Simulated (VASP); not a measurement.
# Pd (Im-3m) in VASP: further runs

The runs below take Pd through single point, relaxation of cell and atoms, with PBEsol.

Program: VASP 6.6.1. These are calculated values, not measurements. Logs are shortened: lines on timing, memory, paths and dates and some standing lists are left out, and cuts for length are marked.

## 1. The cell of the first run

It takes space group Im-3m (No. 229, cubic). Conventional cell: a = 3.085 Å, b = 3.085 Å, c = 3.085 Å, α = 90.00°, β = 90.00°, γ = 90.00°. Within 3.5 Å of Pd (site symmetry m-3m) lie 14 Pd at 2.67 to 3.08 Å.

This isn't the form of Pd at room conditions, which is fcc.

## 2. Single point, PBEsol, collinear spin

Contents of INCAR:

```
SYSTEM = Pd
PREC = Accurate
ENCUT = 500
EDIFF = 1E-6
ISMEAR = -1
SIGMA = 0.05
LREAL = .FALSE.
LASPH = .TRUE.
NELM = 200
ALGO = Normal
ISIF = 2
LWAVE = .FALSE.
LCHARG = .TRUE.
ISPIN = 2
MAGMOM = 0.5
LORBIT = 11
LMAXMIX = 4
GGA = PS
LELF = .TRUE.
LVHAR = .TRUE.
NBANDS = 15
GGA_COMPAT = .FALSE.
```

Contents of KPOINTS:

```
regular mesh
0
G
  14 14 14
  0 0 0
```

Contents of POSCAR:

```
Pd
1.0
   -1.5424331855      1.5424331855      1.5424331855
    1.5424331855     -1.5424331855      1.5424331855
    1.5424331855      1.5424331855     -1.5424331855
Pd
1
Direct
    0.0000000000      0.0000000000      0.0000000000
```

Potentials or basis: VASP PAW PBE potentials, release 64 (Pd).

Command:

```
$ cat potpaw_PBE.64/Pd/POTCAR > POTCAR
$ mpirun -np 1 vasp_std > vasp.out
```

OUTCAR:

```text
SYSTEM = Pd
   PREC = Accurate
   ENCUT = 500
   EDIFF = 1E-6
   ISMEAR = -1
   LREAL = .FALSE.
   LASPH = .TRUE.
   NELM = 200
   ISIF = 2
   ISPIN = 2
   LORBIT = 11
   GGA = PS

 ion  position               nearest neighbor table
   1  0.000  0.000  0.000-

  LATTYP: Found a body centered cubic cell.
 ALAT       =     3.0848663710

  Lattice vectors:

 A1 = (  -1.5424331855,   1.5424331855,   1.5424331855)
 A2 = (   1.5424331855,  -1.5424331855,   1.5424331855)
 A3 = (   1.5424331855,   1.5424331855,  -1.5424331855)

Analysis of symmetry for initial positions (statically):
=====================================================================
 Subroutine PRICEL returns:
 Original cell was already a primitive cell.

 Routine SETGRP: Setting up the symmetry group for a
 body centered cubic supercell.

 Subroutine GETGRP returns: Found 48 space group operations
 (whereof 48 operations were pure point group operations)
 out of a pool of 48 trial point group operations.

The static configuration has the point symmetry O_h .

Analysis of symmetry for dynamics (positions and initial velocities):
=====================================================================
 Subroutine PRICEL returns:
 Original cell was already a primitive cell.

 Routine SETGRP: Setting up the symmetry group for a
 body centered cubic supercell.

 Subroutine GETGRP returns: Found 48 space group operations
 (whereof 48 operations were pure point group operations)
 out of a pool of 48 trial point group operations.

The dynamic configuration has the point symmetry O_h .

Analysis of structural, dynamic, and magnetic symmetry:
=====================================================================
 Subroutine PRICEL returns:
 Original cell was already a primitive cell.

 Routine SETGRP: Setting up the symmetry group for a
 body centered cubic supercell.

 Subroutine GETGRP returns: Found 48 space group operations
 (whereof 48 operations were pure point group operations)
 out of a pool of 48 trial point group operations.

The overall configuration has the point symmetry O_h .

 Subroutine INISYM returns: Found 48 space group operations
 (whereof 48 operations are pure point group operations),
 and found     1 'primitive' translations

----------------------------------------------------------------------------------------

                                     Primitive cell

  volume of cell :      14.6784

  direct lattice vectors                    reciprocal lattice vectors
    -1.542433185  1.542433185  1.542433185     0.000000000  0.324163150  0.324163150
     1.542433185 -1.542433185  1.542433185     0.324163150  0.000000000  0.324163150
     1.542433185  1.542433185 -1.542433185     0.324163150  0.324163150  0.000000000

  length of vectors
     2.671572645  2.671572645  2.671572645     0.458435923  0.458435923  0.458435923

  position of ions in fractional coordinates (direct lattice)
     0.000000000  0.000000000  0.000000000

  ion indices of the primitive-cell ions
   primitive index   ion index
                 1           1

----------------------------------------------------------------------------------------

 KPOINTS: regular mesh

Automatic generation of k-mesh.
 Grid dimensions read from file:
 generate k-points for:   14   14   14

 Generating k-lattice:

  Cartesian coordinates                     Fractional coordinates (reciprocal lattice)
     0.000000000  0.023154511  0.023154511     0.071428571  0.000000000  0.000000000
     0.023154511  0.000000000  0.023154511     0.000000000  0.071428571  0.000000000
     0.023154511  0.023154511  0.000000000     0.000000000  0.000000000  0.071428571

  Length of vectors
     0.032745423  0.032745423  0.032745423

  Shift w.r.t. Gamma in fractional coordinates (k-lattice)
     0.000000000  0.000000000  0.000000000

 Subroutine IBZKPT returns following result:
 ===========================================

 Found    104 irreducible k-points:

 Following reciprocal coordinates:
            Coordinates               Weight
  0.000000  0.000000  0.000000      1.000000
  0.071429  0.000000  0.000000     12.000000
  0.142857  0.000000  0.000000     12.000000
  0.214286  0.000000  0.000000     12.000000
  0.285714  0.000000  0.000000     12.000000
  0.357143  0.000000  0.000000     12.000000
[... 16 lines left out ...]
  0.285714  0.285714  0.000000     24.000000
  0.357143  0.285714  0.000000     24.000000
 [... further k-points ...]
   k-points           NKPTS =    104   k-points in BZ     NKDIM =    104   number of bands    NBANDS=     15
   number of dos      NEDOS =    301   number of ions     NIONS =      1
   total plane-waves  NPLWV =   8000
   dimension x,y,z NGX =    20 NGY =   20 NGZ =   20
   dimension x,y,z NGXF=    40 NGYF=   40 NGZF=   40
   ions per type =               1
   NGX,Y,Z   is equivalent  to a cutoff of  12.45, 12.45, 12.45 a.u.
   NGXF,Y,Z  is equivalent  to a cutoff of  24.89, 24.89, 24.89 a.u.
 SYSTEM =  Pd
   PREC   = accura    normal or accurate (medium, high low for compatibility)
   ISTART =      0    job   : 0-new  1-cont  2-samecut
   ICHARG =      2    charge: 1-file 2-atom 10-const
   ISPIN  =      2    spin polarized calculation?
   LNONCOLLINEAR =      F non collinear calculations
   LSORBIT =      F    spin-orbit coupling
   LASPH  =      T    aspherical Exc in radial PAW
   ENCUT  =  500.0 eV  36.75 Ry    6.06 a.u.   4.87  4.87  4.87*2*pi/ulx,y,z
   NELM   =    200;   NELMIN=  2; NELMDL= -5     # of ELM steps
   EDIFF  = 0.1E-05   stopping-criterion for ELM
   LREAL  =      F    real-space projection
   EDIFFG = 0.1E-04   stopping-criterion for IOM
   NSW    =      0    number of steps for IOM
   IBRION =     -1    ionic relax: 0-MD 1-quasi-New 2-CG
   NFREE  =      0    steps in history (QN), initial steepest desc. (CG)
   ISIF   =      2    stress and relaxation
   ISYM   =      2    0-nonsym 1-usesym 2-fastsym
   POTIM  = 0.5000    time-step for ionic-motion
   TEBEG  =    0.0;   TEEND  =   0.0 temperature during run
   PSTRESS=    0.0 pullay stress
   NELECT =      10.0000    total number of electrons
   NUPDOWN=      -1.0000    fix difference up-down
   EMIN   =  10.00;   EMAX   =-10.00  energy-range for DOS
   EFERMI =   0.00;   METHOD = LEGACY
   ISMEAR =    -1;   SIGMA  =   0.05  broadening in eV -4-tet -1-fermi 0-gaus
   EFERMI_NEDOS =   21; number of points for ismear=-14 and -15
   IALGO  =     38    algorithm
   IMIX   =      4    mixing-type and parameters
     AMIX     =   0.40;   BMIX     =  1.00
     AMIX_MAG =   1.60;   BMIX_MAG =  1.00
  volume/ion in A,a.u.               =      14.68        99.05
  Fermi-wavevector in a.u.,A,eV,Ry     =   1.440506  2.722162 28.232881  2.075058
  Thomas-Fermi vector in A             =   2.559243
   LORBIT       =     11    0 simple, 1 ext, 2 COOP (PROOUT), +10 PAW based schemes
   GGA     = PS    functional components
   LHFCALC =     F    Hartree Fock is set to
   AEXX    =    0.0000 exact exchange contribution
   IVDW    =     0    specifies the selected vdW correction
   LEPSILON=     F    determine dielectric tensor
   LRPA    =     F    only Hartree local field effects (RPA)
 spin polarized calculation
  energy-cutoff  :      500.00
  volume of cell :       14.68
 maximum number of plane-waves:       385
   NGX =  9   NGY =  9   NGZ =  9

 number of electron      10.0000000 magnetization       0.5000000

 number of electron       9.9999999 magnetization      -0.0037913

 number of electron       9.9999999 magnetization       0.0004360

 Free energy of the ion-electron system (eV)
  ---------------------------------------------------
  ext. energy  EPLUGINS =         0.00000000
  ---------------------------------------------------
  free energy    TOTEN  =        -5.90584453 eV

  energy without entropy =       -5.89369533  energy(sigma->0) =       -5.89976993

 E-fermi :   9.6733     XC(G=0): -13.4049

 val. band max:        9.6704856704   @ k =   0.2143   0.1429   0.0000
 cond. band min:       9.6857324763   @ k =  -0.4286  -0.4286   0.0714
 fundamental gap:      0.0152468058
 Fermi energy:         9.6732964974

 spin component 1

 k-point     1 :       0.0000    0.0000    0.0000
  band No.  band energies     occupation
      1       2.4324      1.00000
      2       6.7052      1.00000
      3       6.7052      1.00000
      4       6.7052      1.00000
      5       8.7400      1.00000
      6       8.7400      1.00000
      7      29.0351      0.00000
      8      29.0351      0.00000
      9      29.0351      0.00000
     10      35.9731      0.00000
     11      37.6805      0.00000
     12      37.6805      0.00000
     13      39.1759      0.00000
     14      39.1759      0.00000
     15      39.1759      0.00000
[... 397 lines left out ...]
 k-point    24 :       0.3571    0.2857    0.0000
  band No.  band energies     occupation
      1       5.2554      1.00000
      2       6.1346      1.00000
      3       6.7156      1.00000
      4       8.8107      1.00000
      5       9.0799      0.99999
      6      16.3922      0.00000
      7      17.7957      0.00000
      8      19.2764      0.00000
      9      27.3088      0.00000
     10      33.5154      0.00000
     11      34.3000      0.00000
     12      36.0013      0.00000
     13      42.5662      0.00000
     14      43.3486      0.00000
     15      44.0908      0.00000

 [... further k-points ...]

 spin component 2

 k-point     1 :       0.0000    0.0000    0.0000
  band No.  band energies     occupation
      1       2.4324      1.00000
      2       6.7056      1.00000
      3       6.7056      1.00000
      4       6.7056      1.00000
      5       8.7402      1.00000
      6       8.7402      1.00000
      7      29.0351      0.00000
      8      29.0351      0.00000
      9      29.0351      0.00000
     10      35.9737      0.00000
     11      37.6804      0.00000
     12      37.6804      0.00000
     13      39.1760      0.00000
     14      39.1760      0.00000
     15      39.1760      0.00000
[... 397 lines left out ...]
 k-point    24 :       0.3571    0.2857    0.0000
  band No.  band energies     occupation
      1       5.2557      1.00000
      2       6.1349      1.00000
      3       6.7158      1.00000
      4       8.8111      1.00000
      5       9.0803      0.99999
      6      16.3924      0.00000
      7      17.7958      0.00000
      8      19.2765      0.00000
      9      27.3089      0.00000
     10      33.5154      0.00000
     11      34.3000      0.00000
     12      36.0019      0.00000
     13      42.5663      0.00000
     14      43.3489      0.00000
     15      44.0936      0.00000

 [... further k-points ...]

------------------------ aborting loop because EDIFF is reached ----------------------------------------

  FORCE on cell =-STRESS in cart. coord.  units (eV):
  Direction    XX          YY          ZZ          XY          YZ          ZX
  --------------------------------------------------------------------------------------
  -------------------------------------------------------------------------------------
  Total       -0.0307521     -0.0307521     -0.0307521      0.0000000      0.0000000     -0.0000000
  in kB       -3.3566515     -3.3566515     -3.3566515      0.0000000      0.0000000     -0.0000000
  external PRESSURE =      -3.3566515 kB  Pullay stress =       0.0000000 kB

 VOLUME and BASIS-vectors are now :
 -----------------------------------------------------------------------------
  energy-cutoff  :      500.00
  volume of cell :       14.68
      direct lattice vectors                 reciprocal lattice vectors
    -1.542433185  1.542433185  1.542433185     0.000000000  0.324163150  0.324163150
     1.542433185 -1.542433185  1.542433185     0.324163150  0.000000000  0.324163150
     1.542433185  1.542433185 -1.542433185     0.324163150  0.324163150  0.000000000

 POSITION                                       TOTAL-FORCE (eV/Angst)
 -----------------------------------------------------------------------------------
      0.00000      0.00000      0.00000         0.000000     -0.000000     -0.000000
 -----------------------------------------------------------------------------------
    total drift:                                0.000000     -0.000000      0.000000

  FREE ENERGIE OF THE ION-ELECTRON SYSTEM (eV)
  ---------------------------------------------------
  free  energy   TOTEN  =        -5.9058445276 eV

  energy  without entropy=       -5.8936953267  energy(sigma->0) =       -5.89976993

 total charge

# of ion       s       p       d       tot
------------------------------------------
    1        0.483   0.477   8.485   9.445

 magnetization (x)

# of ion       s       p       d       tot
------------------------------------------
    1        0.000  -0.000   0.000   0.000
```

Wall time 28 s (1 thread of AMD EPYC 7R13 (Zen 3), shared host); peak memory 0.12 GiB.

Results:

| Property | Result |
| --- | --- |
| Free energy | -5.9058 eV |
| Pressure | -0.3 GPa |
| Band gap on the k mesh | zero (filled and empty bands overlap) |
| Net moment | 0.00 μB per cell |
| Valence electrons inside the program's atomic spheres | Pd 9.45 |

Caveat: the PAW data sets were made with another functional, which shifts forces and pressure a little.

(Part 1 of 2 ends here.)
